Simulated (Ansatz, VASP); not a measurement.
GaN in VASP and in Ansatz

```xyz
2
Lattice="0.0000 2.0187 2.0187 2.0187 0.0000 2.0187 2.0187 2.0187 0.0000" Properties=species:S:1:pos:R:3 pbc="T T T"
Ga    2.0187    2.0187    2.0187
N     0.0000    0.0000    0.0000
```

Change from the starting cell: volume scaled by 1.04, crystal datasets.

Alike in both runs: task electric field gradients; functional PBE; k mesh 13 × 13 × 13; occupations fermi-dirac, width 0.02 eV; no spin polarisation.

|  | VASP | Ansatz |
| --- | --- | --- |
| version | VASP 6.6.1 | Ansatz 0.2.0 |
| potentials or method | VASP PAW PBE potentials, release 64 (Ga_d, N), cutoff 520 eV | all-electron PAW with datasets made for the crystal, scalar-relativistic |

|  | VASP | Ansatz | Ansatz less VASP |
| --- | --- | --- | --- |
| gap on the k mesh at the Fermi level (eV) | 1.63 | 1.65 | +0.017 |
| pressure (GPa) | 52.3 | 51.2 | -1.11 |

Both programs put the cell under a high pressure, so it lies far from rest at this level. Ansatz ran all-electron here, and VASP with PAW potentials.
